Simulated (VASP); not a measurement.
# WS2 (P6_3/mmc) in VASP: notebook

Runs on WS2. Level: PBEsol. Tasks: single point.

Everything below comes from runs of VASP 6.6.1. Logs are shortened: lines on timing, memory, paths and dates and some standing lists are left out, and cuts for length are marked.

## (1) The cell of the first run

The structure is hexagonal, space group P6_3/mmc (No. 194). The conventional cell has a = 3.146 Å, b = 3.146 Å, c = 12.697 Å, α = 90.00°, β = 90.00°, γ = 120.00°. W (site symmetry -6m2) has 6 S at 2.51 Å and 6 W at 3.15 Å within 3.3 Å. S (site symmetry 3m) has 3 W at 2.51 Å and 10 S at 3.15 to 3.47 Å within 3.5 Å.

## (2) Single point, PBEsol (atoms shifted along a free coordinate)

INCAR

```
SYSTEM = WS2
PREC = Accurate ; ENCUT = 520
EDIFF = 1E-6 ; ISMEAR = 0
SIGMA = 0.05 ; LREAL = .FALSE.
LASPH = .TRUE. ; NELM = 100
ALGO = Normal ; ISIF = 2
LWAVE = .FALSE. ; LCHARG = .TRUE.
GGA = PS ; LELF = .TRUE.
LVHAR = .TRUE. ; NBANDS = 35
```

KPOINTS

```
regular mesh
0
G
  12 12 2
  0 0 0
```

POSCAR

```
WS2
1.0
    3.1462408358      0.0000000000      0.0000000000
   -1.5731204179      2.7247244902      0.0000000000
    0.0000000000      0.0000000000     12.6966546967
W S
2 4
Direct
    0.3333333333      0.6666666667      0.2500000000
    0.6666666667      0.3333333333      0.7500000000
    0.3333333333      0.6666666667      0.6134192893
    0.6666666667      0.3333333333      0.1134192893
    0.3333333333      0.6666666667      0.8865807107
    0.6666666667      0.3333333333      0.3865807107
```

Potentials or basis: VASP PAW PBE potentials, release 64 (W_sv, S).

Run with:

```sh
$ cat potpaw_PBE.64/W_sv/POTCAR potpaw_PBE.64/S/POTCAR > POTCAR
$ mpirun -np 1 vasp_std > vasp.out
```

OUTCAR:

```text
SYSTEM = WS2
   PREC = Accurate
   ENCUT = 520
   EDIFF = 1E-6
   ISMEAR = 0
   LREAL = .FALSE.
   LASPH = .TRUE.
   NELM = 100
   ISIF = 2
   GGA = PS

 ion  position               nearest neighbor table
   1  0.333  0.667  0.250-   4 2.51   6 2.51   4 2.51   6 2.51   4 2.51   6 2.51
   2  0.667  0.333  0.750-   3 2.51   5 2.51   3 2.51   5 2.51   3 2.51   5 2.51
   3  0.333  0.667  0.613-   2 2.51   2 2.51   2 2.51
   4  0.667  0.333  0.113-   1 2.51   1 2.51   1 2.51
   5  0.333  0.667  0.887-   2 2.51   2 2.51   2 2.51
   6  0.667  0.333  0.387-   1 2.51   1 2.51   1 2.51

  LATTYP: Found a hexagonal cell.
 ALAT       =     3.1462408358
 C/A-ratio  =     4.0354999376

  Lattice vectors:

 A1 = (   3.1462408358,   0.0000000000,   0.0000000000)
 A2 = (  -1.5731204179,   2.7247244902,   0.0000000000)
 A3 = (   0.0000000000,   0.0000000000,  12.6966546967)

Analysis of symmetry for initial positions (statically):
=====================================================================
 Subroutine PRICEL returns:
 Original cell was already a primitive cell.

 Routine SETGRP: Setting up the symmetry group for a
 hexagonal supercell.

 Subroutine GETGRP returns: Found 24 space group operations
 (whereof 12 operations were pure point group operations)
 out of a pool of 24 trial point group operations.

The static configuration has the point symmetry D_3d.
 The point group associated with its full space group is D_6h.

Analysis of symmetry for dynamics (positions and initial velocities):
=====================================================================
 Subroutine PRICEL returns:
 Original cell was already a primitive cell.

 Routine SETGRP: Setting up the symmetry group for a
 hexagonal supercell.

 Subroutine GETGRP returns: Found 24 space group operations
 (whereof 12 operations were pure point group operations)
 out of a pool of 24 trial point group operations.

The dynamic configuration has the point symmetry D_3d.
 The point group associated with its full space group is D_6h.

 Subroutine INISYM returns: Found 24 space group operations
 (whereof 12 operations are pure point group operations),
 and found     1 'primitive' translations

----------------------------------------------------------------------------------------

                                     Primitive cell

  volume of cell :     108.8438

  direct lattice vectors                    reciprocal lattice vectors
     3.146240836  0.000000000  0.000000000     0.317839623  0.183504792  0.000000000
    -1.573120418  2.724724490  0.000000000     0.000000000  0.367009583  0.000000000
     0.000000000  0.000000000 12.696654697     0.000000000  0.000000000  0.078760904

  length of vectors
     3.146240836  3.146240836 12.696654697     0.367009583  0.367009583  0.078760904

  position of ions in fractional coordinates (direct lattice)
     0.333333333  0.666666667  0.250000000
     0.666666667  0.333333333  0.750000000
     0.333333333  0.666666667  0.613419289
     0.666666667  0.333333333  0.113419289
     0.333333333  0.666666667  0.886580711
     0.666666667  0.333333333  0.386580711

  ion indices of the primitive-cell ions
   primitive index   ion index
                 1           1
                 2           2
                 3           3
                 4           4
                 5           5
                 6           6

----------------------------------------------------------------------------------------

 KPOINTS: regular mesh

Automatic generation of k-mesh.
 Grid dimensions read from file:
 generate k-points for:   12   12    2

 Generating k-lattice:

  Cartesian coordinates                     Fractional coordinates (reciprocal lattice)
     0.026486635  0.015292066  0.000000000     0.083333333  0.000000000  0.000000000
     0.000000000  0.030584132  0.000000000     0.000000000  0.083333333  0.000000000
     0.000000000  0.000000000  0.039380452     0.000000000  0.000000000  0.500000000

  Length of vectors
     0.030584132  0.030584132  0.039380452

  Shift w.r.t. Gamma in fractional coordinates (k-lattice)
     0.000000000  0.000000000  0.000000000

 Subroutine IBZKPT returns following result:
 ===========================================

 Found     38 irreducible k-points:

 Following reciprocal coordinates:
            Coordinates               Weight
  0.000000  0.000000  0.000000      1.000000
  0.083333  0.000000  0.000000      6.000000
  0.166667  0.000000  0.000000      6.000000
  0.250000  0.000000  0.000000      6.000000
  0.333333  0.000000  0.000000      6.000000
  0.416667  0.000000  0.000000      6.000000
[... 16 lines left out ...]
  0.250000  0.000000  0.500000      6.000000
  0.333333  0.000000  0.500000      6.000000
 [... further k-points ...]
   k-points           NKPTS =     38   k-points in BZ     NKDIM =     38   number of bands    NBANDS=     35
   number of dos      NEDOS =    301   number of ions     NIONS =      6
   total plane-waves  NPLWV =  55296
   dimension x,y,z NGX =    24 NGY =   24 NGZ =   96
   dimension x,y,z NGXF=    48 NGYF=   48 NGZF=  192
   ions per type =               2   4
   NGX,Y,Z   is equivalent  to a cutoff of  12.68, 12.68, 12.57 a.u.
   NGXF,Y,Z  is equivalent  to a cutoff of  25.36, 25.36, 25.14 a.u.
 SYSTEM =  WS2
   PREC   = accura    normal or accurate (medium, high low for compatibility)
   ISTART =      0    job   : 0-new  1-cont  2-samecut
   ICHARG =      2    charge: 1-file 2-atom 10-const
   ISPIN  =      1    spin polarized calculation?
   LNONCOLLINEAR =      F non collinear calculations
   LSORBIT =      F    spin-orbit coupling
   LASPH  =      T    aspherical Exc in radial PAW
   ENCUT  =  520.0 eV  38.22 Ry    6.18 a.u.   5.85  5.85 23.61*2*pi/ulx,y,z
   NELM   =    100;   NELMIN=  2; NELMDL= -5     # of ELM steps
   EDIFF  = 0.1E-05   stopping-criterion for ELM
   LREAL  =      F    real-space projection
   EDIFFG = 0.1E-04   stopping-criterion for IOM
   NSW    =      0    number of steps for IOM
   IBRION =     -1    ionic relax: 0-MD 1-quasi-New 2-CG
   NFREE  =      0    steps in history (QN), initial steepest desc. (CG)
   ISIF   =      2    stress and relaxation
   ISYM   =      2    0-nonsym 1-usesym 2-fastsym
   POTIM  = 0.5000    time-step for ionic-motion
   TEBEG  =    0.0;   TEEND  =   0.0 temperature during run
   PSTRESS=    0.0 pullay stress
   NELECT =      52.0000    total number of electrons
   NUPDOWN=      -1.0000    fix difference up-down
   EMIN   =  10.00;   EMAX   =-10.00  energy-range for DOS
   EFERMI =   0.00;   METHOD = LEGACY
   ISMEAR =     0;   SIGMA  =   0.05  broadening in eV -4-tet -1-fermi 0-gaus
   EFERMI_NEDOS =   21; number of points for ismear=-14 and -15
   IALGO  =     38    algorithm
   IMIX   =      4    mixing-type and parameters
     AMIX     =   0.40;   BMIX     =  1.00
     AMIX_MAG =   1.60;   BMIX_MAG =  1.00
  volume/ion in A,a.u.               =      18.14       122.42
  Fermi-wavevector in a.u.,A,eV,Ry     =   1.279798  2.418467 22.284739  1.637882
  Thomas-Fermi vector in A             =   2.412262
   LORBIT       =      0    0 simple, 1 ext, 2 COOP (PROOUT), +10 PAW based schemes
   GGA     = PS    functional components
   LHFCALC =     F    Hartree Fock is set to
   AEXX    =    0.0000 exact exchange contribution
   IVDW    =     0    specifies the selected vdW correction
   LEPSILON=     F    determine dielectric tensor
   LRPA    =     F    only Hartree local field effects (RPA)
 non-spin polarized calculation
 Gauss-broadening in eV      SIGMA  =   0.05
  energy-cutoff  :      520.00
  volume of cell :      108.84
 maximum number of plane-waves:      2962
 NGX is ok and might be reduce to    24
   NGX = 11   NGY = 11   NGZ = 47

 number of electron      51.9999992 magnetization

 Free energy of the ion-electron system (eV)
  ---------------------------------------------------
  ext. energy  EPLUGINS =         0.00000000
  ---------------------------------------------------
  free energy    TOTEN  =       -49.58433239 eV

  energy without entropy =      -49.58433239  energy(sigma->0) =      -49.58433239

 E-fermi :   7.0412     XC(G=0): -11.1487

 val. band max:        6.6739442249   @ k =   0.3333   0.3333   0.0000
 cond. band min:       7.5013441085   @ k =   0.1667   0.1667   0.0000
 fundamental gap:      0.8273998836
 Fermi energy:         7.0412492413

 k-point     1 :       0.0000    0.0000    0.0000
  band No.  band energies     occupation
      1     -67.6055      2.00000
      2     -67.6055      2.00000
      3     -31.8123      2.00000
      4     -31.8123      2.00000
      5     -31.5854      2.00000
      6     -31.5854      2.00000
[... 27 lines left out ...]
     34       9.4005      0.00000
     35      11.7544      0.00000

 k-point     2 :       0.0833    0.0000    0.0000
  band No.  band energies     occupation
      1     -67.6042      2.00000
      2     -67.6042      2.00000
      3     -31.8083      2.00000
      4     -31.8083      2.00000
      5     -31.6092      2.00000
      6     -31.6092      2.00000
[... 27 lines left out ...]
     34       9.5934      0.00000
     35      12.2263      0.00000

 k-point     3 :       0.1667    0.0000    0.0000
  band No.  band energies     occupation
      1     -67.6008      2.00000
      2     -67.6008      2.00000
      3     -31.7974      2.00000
      4     -31.7974      2.00000
      5     -31.6736      2.00000
      6     -31.6736      2.00000
[... 27 lines left out ...]
     34      10.0039      0.00000
     35      12.9116      0.00000
[... 723 lines left out ...]
 k-point    23 :       0.2500    0.0000    0.5000
  band No.  band energies     occupation
      1     -67.5961      2.00000
      2     -67.5961      2.00000
      3     -31.7824      2.00000
      4     -31.7824      2.00000
      5     -31.7604      2.00000
      6     -31.7604      2.00000
[... 27 lines left out ...]
     34      10.2470      0.00000
     35      12.9929      0.00000

 k-point    24 :       0.3333    0.0000    0.5000
  band No.  band energies     occupation
      1     -67.5915      2.00000
      2     -67.5915      2.00000
      3     -31.8460      2.00000
      4     -31.8460      2.00000
      5     -31.7674      2.00000
      6     -31.7674      2.00000
[... 27 lines left out ...]
     34      10.4436      0.00000
     35      12.4043      0.00000

 [... further k-points ...]
[... 5 lines left out ...]
  --------------------------------------------------------------------------------------
  -------------------------------------------------------------------------------------
  Total       -5.7838545     -5.7838545    -18.1619107      0.0000000      0.0000000      0.0000000
  in kB      -85.1381232    -85.1381232   -267.3426509      0.0000000      0.0000000      0.0000000
  external PRESSURE =    -145.8729658 kB  Pullay stress =       0.0000000 kB

 VOLUME and BASIS-vectors are now :
 -----------------------------------------------------------------------------
  energy-cutoff  :      520.00
  volume of cell :      108.84
      direct lattice vectors                 reciprocal lattice vectors
     3.146240836  0.000000000  0.000000000     0.317839623  0.183504792  0.000000000
    -1.573120418  2.724724490  0.000000000     0.000000000  0.367009583  0.000000000
     0.000000000  0.000000000 12.696654697     0.000000000  0.000000000  0.078760904

 POSITION                                       TOTAL-FORCE (eV/Angst)
 -----------------------------------------------------------------------------------
     -0.00000      1.81648      3.17416         0.000000     -0.000000      0.000000
      1.57312      0.90824      9.52249         0.000000      0.000000      0.000000
     -0.00000      1.81648      7.78837        -0.000000      0.000000      2.721448
      1.57312      0.90824      1.44005         0.000000     -0.000000      2.721448
     -0.00000      1.81648     11.25661        -0.000000      0.000000     -2.721448
      1.57312      0.90824      4.90828         0.000000      0.000000     -2.721448
 -----------------------------------------------------------------------------------
    total drift:                                0.000000     -0.000000      0.000000

  FREE ENERGIE OF THE ION-ELECTRON SYSTEM (eV)
  ---------------------------------------------------
  free  energy   TOTEN  =       -49.5843323864 eV

  energy  without entropy=      -49.5843323864  energy(sigma->0) =      -49.58433239
```

Wall time 2.9 min (1 thread of Intel Xeon 8259CL, shared host); peak memory 0.29 GiB.

What came out:

- Free energy: -49.5843 eV
- Pressure: -14.6 GPa
- Largest force: 2.721 eV/Å
- Band gap on the k mesh: 0.83 eV (least direct gap 1.69 eV)

Forces in eV/Å, atoms in the order of the input:
```
W    0.000  0.000  0.000
W    0.000  0.000  0.000
S    0.000  0.000  2.721
S    0.000  0.000  2.721
S    0.000  0.000 -2.721
S    0.000  0.000 -2.721
```

Caveat: the cell differs from its parent crystal (atoms shifted along a free coordinate); the cell stands under tension; the PAW data sets were made with another functional, which shifts forces and pressure a little; spin-orbit coupling is left out, which moves the levels of the heavy elements; this functional lacks dispersion, which binds the layers, so the pressure and a relaxed spacing across them are unreliable. A k mesh can miss the band edges.

## (3) Single point, PBEsol

INCAR

```
PREC = Accurate
ENCUT = 520
EDIFF = 1E-7
ISMEAR = 0
SIGMA = 0.05
LREAL = F
LASPH = T
NELM = 80
ALGO = Normal
ISIF = 2
LWAVE = F
LCHARG = F
GGA = PS
NBANDS = 35
```

KPOINTS

```
Automatic mesh
0
Gamma
  12 12 2
```

POSCAR

```
WS2
1.0
    3.1462408358      0.0000000000      0.0000000000
   -1.5731204179      2.7247244902      0.0000000000
    0.0000000000      0.0000000000     12.6966546967
W S
2 4
Direct
    0.3333333333      0.6666666667      0.2500000000
    0.6666666667      0.3333333333      0.7500000000
    0.3333333333      0.6666666667      0.6265487320
    0.6666666667      0.3333333333      0.1265487320
    0.3333333333      0.6666666667      0.8734512680
    0.6666666667      0.3333333333      0.3734512680
```

Potentials or basis: VASP PAW PBE potentials, release 64 (W_sv, S).

Run with:

```sh
$ cat potpaw_PBE.64/W_sv/POTCAR potpaw_PBE.64/S/POTCAR > POTCAR
$ mpirun -np 1 vasp_std > vasp.out
```

Run time: 3.4 min. Hardware: 1 thread of Intel Xeon 8259CL, shared host; peak memory 0.29 GiB.

It converged, with:

```yaml
Free_energy: -50.5540 eV
Pressure: 0.1 GPa
Largest_force: 0.024 eV/Å
Band_gap_on_the_k_mesh: 1.12 eV (least direct gap 1.87 eV)
```

Forces on the atoms (eV/Å):
```
W    0.000  0.000  0.000
W    0.000  0.000  0.000
S    0.000  0.000 -0.024
S    0.000  0.000 -0.024
S    0.000  0.000  0.024
S    0.000  0.000  0.024
```

Levels at points of the mesh, in eV from the valence-band top:
```csv
k point,band 24,band 25,band 26,band 27,band 28,band 29
"(0.00, 0.00, 0.00)",-1.64,-1.12,0.00,2.46,2.46,2.47
"(0.50, 0.00, 0.00)",-1.64,-1.57,-1.45,2.47,2.50,2.75
"(0.00, 0.00, 0.50)",-2.09,-0.33,-0.33,2.46,2.46,2.46
"(0.50, 0.00, 0.50)",-1.71,-1.50,-1.50,2.49,2.49,2.91
```

Caveat: the PAW data sets were made with another functional, which shifts forces and pressure a little; spin-orbit coupling is left out, which moves the levels of the heavy elements; this functional lacks dispersion, which binds the layers, so the pressure and a relaxed spacing across them are unreliable. A k mesh can miss the band edges.

## (4) Single point, PBEsol (atoms shifted along a free coordinate)

INCAR

```
SYSTEM = WS2
PREC = Accurate
ENCUT = 520
EDIFF = 1E-6
ISMEAR = 0
SIGMA = 0.05
LREAL = .False.
LASPH = .True.
NELM = 80
ALGO = Normal
ISIF = 2
LWAVE = .False.
LCHARG = .False.
GGA = PS
NBANDS = 35
```

KPOINTS

```
Automatic mesh
0
Gamma
  12 12 2
  0 0 0
```

POSCAR

```
WS2
1.0
    3.2012002007      0.0000000000      0.0000000000
   -1.6006001004      2.7723206964      0.0000000000
    0.0000000000      0.0000000000     12.9184432105
W S
2 4
Direct
    0.3333333333      0.6666666667      0.2500000000
    0.6666666667      0.3333333333      0.7500000000
    0.3333333333      0.6666666667      0.6199879487
    0.6666666667      0.3333333333      0.1199879487
    0.3333333333      0.6666666667      0.8800120513
    0.6666666667      0.3333333333      0.3800120513
```

Run with:

```sh
$ cat potpaw_PBE.64/W_sv/POTCAR potpaw_PBE.64/S/POTCAR > POTCAR
$ mpirun -np 1 vasp_std > vasp.out
```

Run time: 3 min. Hardware: 1 thread of Intel Xeon 8259CL, shared host; peak memory 0.29 GiB.

It converged, with:

```yaml
Free_energy: -49.8887 eV
Pressure: -14.4 GPa
Largest_force: 2.197 eV/Å
Band_gap_on_the_k_mesh: 1.06 eV (least direct gap 1.90 eV)
```

Forces in eV/Å, atoms in the order of the input:
```
W    0.000  0.000  0.000
W    0.000  0.000  0.000
S    0.000  0.000  2.197
S    0.000  0.000  2.197
S    0.000  0.000 -2.197
S    0.000  0.000 -2.197
```

Stress tensor (GPa, compression positive):
```
-11.23   0.00   0.00
  0.00 -11.23   0.00
  0.00   0.00 -20.68
```

Levels at points of the mesh, in eV from the valence-band top:
```
           k point  band 23  band 24  band 25  band 26  band 27  band 28  band 29  band 30
(0.00, 0.00, 0.00)    -1.35    -1.35    -1.02     0.00     2.39     2.39     2.53     2.53
(0.50, 0.00, 0.00)    -1.28    -1.24    -1.12    -1.09     2.63     2.66     2.66     3.03
(0.00, 0.00, 0.50)    -1.38    -1.38    -0.27    -0.27     2.45     2.45     2.45     2.45
(0.50, 0.00, 0.50)    -1.19    -1.19    -1.17    -1.17     2.64     2.64     2.86     2.86
```

Caveat: the cell differs from its parent crystal (atoms shifted along a free coordinate); the cell stands under tension; the PAW data sets were made with another functional, which shifts forces and pressure a little; spin-orbit coupling is left out, which moves the levels of the heavy elements; this functional lacks dispersion, which binds the layers, so the pressure and a relaxed spacing across them are unreliable. A k mesh can miss the band edges.

## (5) Overview

| cell | gap on the mesh (eV) | pressure (GPa) | largest force (eV/Å) |
| --- | --- | --- | --- |
| a = 3.146, b = 3.146, c = 12.697 Å, angles 90.0, 90.0, 120.0°, 6 atoms, atomic positions A | 0.83 | -14.6 | 2.72 |
| a = 3.146, b = 3.146, c = 12.697 Å, angles 90.0, 90.0, 120.0°, 6 atoms, atomic positions B | 1.12 | 0.1 | 0.02 |
| a = 3.201, b = 3.201, c = 12.918 Å, angles 90.0, 90.0, 120.0°, 6 atoms, atomic positions C | 1.06 | -14.4 | 2.20 |

Alike in all rows: task single point; level PBEsol; potentials or basis VASP PAW PBE potentials, release 64 (W_sv, S); no spin polarisation; k mesh 12 × 12 × 2; cutoff (eV) 520; smearing gaussian 0.05 eV.

Caveats: the PAW data sets were made with another functional, which shifts forces and pressure a little; spin-orbit coupling is left out, which moves the levels of the heavy elements; this functional lacks dispersion, which binds the layers, so the pressure and a relaxed spacing across them are unreliable; the cell stands under tension (at least some runs).

Total energies depend on the potentials used, so only differences within one code and one set of settings carry meaning.
